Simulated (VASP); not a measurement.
Runs of VASP 6.6.1 on C. The structure is that of space group Fd-3m (No. 227), or close to it. The cells are those of the table. 

```tsv
potentials or basis	cell	cutoff (eV)	second run	gap on the mesh (eV)	pressure (GPa)
VASP PAW LDA potentials, release 64 (C)	a = 2.551, b = 2.551, c = 2.457 Å, angles 61.2, 61.2, 57.6°, 2 atoms	520	-	3.23	-8.9
VASP PAW LDA potentials, release 64 (C)	a = 2.585, b = 2.585, c = 2.554 Å, angles 60.4, 60.4, 59.2°, 2 atoms	520	-	3.68	-34.9
VASP PAW LDA potentials, release 64 (C)	a = 2.447, b = 2.447, c = 2.476 Å, angles 59.6, 59.6, 60.8°, 2 atoms	520	-	3.69	27.2
VASP PAW LDA potentials, release 64 (C)	a = 2.502, b = 2.502, c = 2.379 Å, angles 61.6, 61.6, 56.8°, 2 atoms	520	-	3.06	27.2
VASP PAW LDA potentials, release 64 (C_h)	a = 2.459, b = 2.459, c = 2.517 Å, angles 59.2, 59.2, 61.6°, 2 atoms	910	hard_potentials	3.03	12.7
VASP PAW LDA potentials, release 64 (C_h)	a = 2.498, b = 2.498, c = 2.437 Å, angles 60.8, 60.8, 58.4°, 2 atoms	910	hard_potentials	3.63	12.7
VASP PAW LDA potentials, release 64 (C)	a = 2.414, b = 2.414, c = 2.355 Å, angles 60.8, 60.8, 58.4°, 2 atoms	520	-	3.86	77.6
VASP PAW LDA potentials, release 64 (C_h)	a = 2.490, b = 2.490, c = 2.398 Å, angles 61.2, 61.2, 57.6°, 2 atoms	910	hard_potentials	3.38	26.1
VASP PAW LDA potentials, release 64 (C)	a = 2.564, b = 2.564, c = 2.437 Å, angles 61.6, 61.6, 56.8°, 2 atoms	520	-	2.93	-8.8
VASP PAW LDA potentials, release 64 (C)	a = 2.426, b = 2.426, c = 2.455 Å, angles 59.6, 59.6, 60.8°, 2 atoms	520	-	(b)	42.1
VASP PAW LDA potentials, release 64 (C)	a = 2.583, b = 2.583, c = 2.614 Å, angles 59.6, 59.6, 60.8°, 2 atoms	520	-	3.35	(a)
VASP PAW LDA potentials, release 64 (C)	a = 2.477 Å, angles 60.0°, 2 atoms	520	-	4.26	13.7
```

Alike in all rows: task single point; level LDA; no spin polarisation; k mesh 12 × 12 × 12; smearing gaussian 0.05 eV.

Question: Estimate the missing entries.

Answer: (a) -41.8; (b) 3.74.

Caveats: the cutoff is under 1.25 times the usual one of these potentials, so pressure, stress and relaxed cells hold a basis-set (Pulay) error (some runs).

A k mesh can miss the band edges.
